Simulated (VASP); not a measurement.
Write the native input for VASP 6.6.1 that does the following.

- Task: single point
- Functional: r2SCAN
- Potentials or basis: VASP PAW PBE potentials, release 64 (In_d, As)
- Cutoff: 520 eV
- k mesh: 6 × 6 × 6
- Occupations: fermi-dirac, width 0.02 eV
- Spin: no spin polarisation
- Dipole correction: no
- Further INCAR settings: ALGO = Normal; EDIFF = 1e-06; NBANDS = 16

Crystal: InAs.

```
CELL_PARAMETERS angstrom
0.00000 2.84143 2.84143
2.84143 0.00000 2.84143
2.84143 2.84143 0.00000
ATOMIC_POSITIONS crystal
In 0.00000 0.00000 0.00000
As 0.50000 0.50000 0.50000
```

One way to write it, as run:

POSCAR

```
InAs
1.0
    0.0000000000      2.8414337288      2.8414337288
    2.8414337288      0.0000000000      2.8414337288
    2.8414337288      2.8414337288      0.0000000000
In As
1 1
Direct
    0.0000000000      0.0000000000      0.0000000000
    0.5000000000      0.5000000000      0.5000000000
```

INCAR.step1

```
PREC = Accurate
ENCUT = 520
ISMEAR = -1
SIGMA = 0.02
LREAL = False
LASPH = True
NELM = 60
NBANDS = 16
GGA = PE
ALGO = Normal
EDIFF = 1E-4
LWAVE = True
LCHARG = False
```

INCAR.step2

```
PREC = Accurate
ENCUT = 520
EDIFF = 1E-6
ISMEAR = -1
SIGMA = 0.02
LREAL = False
LASPH = True
NELM = 60
ALGO = Normal
ISIF = 2
LWAVE = False
LCHARG = False
METAGGA = R2SCAN
LMIXTAU = True
NBANDS = 16
ISTART = 1
```

KPOINTS

```
regular mesh
0
Gamma
  6 6 6
```

Potentials or basis: VASP PAW PBE potentials, release 64 (In_d, As).

Command:

```console
$ cat potpaw_PBE.64/In_d/POTCAR potpaw_PBE.64/As/POTCAR > POTCAR
$ cp INCAR.step1 INCAR
$ mpirun -np 1 vasp_std > vasp.out
$ cp INCAR.step2 INCAR
$ mpirun -np 1 vasp_std > vasp.out
```

Results of the run:

- Pressure: 0.2 GPa
- Band gap on the k mesh: zero (band 9 reaches 6.52 eV, above the bottom of band 10 at 3.72 eV)

Caveat: the PAW data sets were made with another functional, which shifts forces and pressure a little; spin-orbit coupling is left out, which moves the levels of the heavy elements.

Wall time 89 s on 1 thread of AMD EPYC 7R13, on a shared host, peak memory 0.14 GiB.
